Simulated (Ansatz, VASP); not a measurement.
# Two plane-wave programs on Au

```
Au
1.0
     2.40661    0.00000    0.00000
    -1.20330    2.08418    0.00000
     0.00000    0.00000    3.97043
Au
2
Direct
  0.33333 0.66667 0.25000
  0.66667 0.33333 0.75000
```

Change from the starting cell: volume scaled by 0.6, PAW files.

Alike in both runs: task single point; functional LDA; k mesh 15 × 15 × 8; occupations fermi-dirac, width 0.08 eV; no spin polarisation.

|  | VASP | Ansatz |
| --- | --- | --- |
| version | VASP 6.6.1 | Ansatz 0.2.0 |
| potentials or method | VASP PAW LDA potentials, release 64 (Au) | PAW with Ansatz's default frozen-core files, scalar-relativistic |
| plane-wave cutoff (eV) | 500 | 420 |
| valence electrons in the cell | 22 | 38 |

VASP gave:

| Quantity | Value |
| --- | --- |
| pressure (GPa) | 403.0 |
| traceless stress, the component that is largest in VASP (GPa) | 0.14 |

**Question.** What did Ansatz give for the same quantities?

**Answer.** Pressure (GPa): 394.9; traceless stress, the component that is largest in VASP (GPa): -0.03.

LDA's correlation is that of Perdew and Zunger in VASP and of Perdew and Wang (1992) in Ansatz. Both programs put the cell under a high pressure, so it lies far from rest at this level. VASP's potentials hold 22 valence electrons a cell and Ansatz's 38, so a difference there can come from the potentials and not from the codes.

Neither program's run includes spin-orbit coupling. Noted on VASP's run: the cell as given lies far from equilibrium.
